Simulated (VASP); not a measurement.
Write the native input for VASP 6.6.1 that does the following.

```yaml
Task: single point
Functional: PBEsol
Potentials_or_basis: VASP PAW PBE potentials, release 64 (Ti_sv)
Cutoff: 520 eV
k_mesh: 18 × 18 × 10
Occupations: gaussian, width 0.15 eV
Spin: no spin polarisation
Dipole_correction: no
Further_INCAR_settings: ALGO = Fast; EDIFF = 1e-06; NBANDS = 19
```

The structure of Ti lies in POSCAR:

```
Ti
1.0
    2.9499978604      0.0000000000      0.0036874973
   -1.4749989302      2.5547730882     -0.0018437487
    0.0058575000      0.0000000000      4.6860000000
Ti
2
Direct
    0.3333333333      0.6666666667      0.2500000000
    0.6666666667      0.3333333333      0.7500000000
```

This cell differs from its parent crystal: strain +0.0025 x Voigt [0, 0, 0, 0, 1, 0].

The input as run:

INCAR

```
SYSTEM = Ti
  PREC = Accurate
  ENCUT = 520
  EDIFF = 1E-6
  ISMEAR = 0
  SIGMA = 0.15
  LREAL = .False.
  LASPH = .True.
  NELM = 80
  ALGO = Fast
  ISIF = 2
  LWAVE = .False.
  LCHARG = .False.
  GGA = PS
  NBANDS = 19
```

KPOINTS

```
regular mesh
0
Gamma
  18 18 10
  0 0 0
```

Potentials or basis: VASP PAW PBE potentials, release 64 (Ti_sv).

Run with:

```bash
$ cat potpaw_PBE.64/Ti_sv/POTCAR > POTCAR
$ mpirun -np 1 vasp_std > vasp.out
```

Results of the run:

```
Pressure               : -6.1 GPa
Band gap on the k mesh : zero (bands 12 and 13 overlap by 1.10 eV)
```

Caveat: the cell differs from its parent crystal (strain +0.0025 x Voigt [0, 0, 0, 0, 1, 0]); the cell stands under tension; the PAW data sets were made with another functional, which shifts forces and pressure a little.

It took 13 min on 1 thread of AMD EPYC 9R45 96-Core Processor (Zen 5) (shared host), peak memory 0.51 GiB.
